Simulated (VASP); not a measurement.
Here is a VASP 6.6.1 calculation.

Contents of POSCAR:

```
Ru
1.0
    2.6958972193      0.0000000000      0.0000000000
   -1.3479486097      2.3347154779      0.0000000000
    0.0000000000      0.0000000000     27.2494191136
Ru
4
Direct
    0.3333333333      0.6666666667      0.2201881800
    0.6666666667      0.3333333333      0.2956988057
    0.3333333333      0.6666666667      0.3736261660
    0.6666666667      0.3333333333      0.4520500641
```

Contents of INCAR.step1:

```
SYSTEM = Ru
ALGO = Normal
DIPOL = 0.5 0.5 0.335
EDIFF = 1E-5
ENCUT = 440
GGA = PE
GGA_COMPAT = .FALSE.
IDIPOL = 3
ISMEAR = 1
LASPH = .TRUE.
LCHARG = .FALSE.
LDIPOL = .TRUE.
LREAL = .FALSE.
LWAVE = .TRUE.
NBANDS = 36
NELM = 120
NELMDL = -8
PREC = Accurate
SIGMA = 0.1
```

File INCAR.step2:

```
SYSTEM = Ru
ALGO = Normal
BPARAM = 11.95
CPARAM = 0.0093
DIPOL = 0.5 0.5 0.335
EDIFF = 1E-6
ENCUT = 440
GGA_COMPAT = .FALSE.
IDIPOL = 3
ISIF = 2
ISMEAR = 1
ISTART = 1
IVDW_NL = 2
LASPH = .TRUE.
LCHARG = .FALSE.
LDIPOL = .TRUE.
LMIXTAU = .TRUE.
LREAL = .FALSE.
LUSE_VDW = .TRUE.
LWAVE = .FALSE.
METAGGA = R2SCAN
NBANDS = 36
NELM = 120
PREC = Accurate
SIGMA = 0.1
```

The input KPOINTS:

```
k-points
0
G
  18 18 1
  0 0 0
```

Potentials or basis: VASP PAW PBE potentials, release 64 (Ru_pv).

Command:

```bash
$ cat potpaw_PBE.64/Ru_pv/POTCAR > POTCAR
$ cp INCAR.step1 INCAR
$ mpirun -np 1 vasp_std > vasp.out
$ cp INCAR.step2 INCAR
$ mpirun -np 1 vasp_std > vasp.out
```

Q: What does it give for the largest force?

A: 0.684 eV/Å.

Q: Predict the band gap on the k mesh.

A: Zero (bands 28 and 29 overlap by 2.56 eV).

Forces on the atoms (eV/Å):
```
Ru   0.000  0.000 -0.109
Ru   0.000  0.000  0.047
Ru   0.000  0.000  0.684
Ru   0.000  0.000 -0.622
```

Caveat: the PAW data sets were made with another functional, which shifts forces and pressure a little.
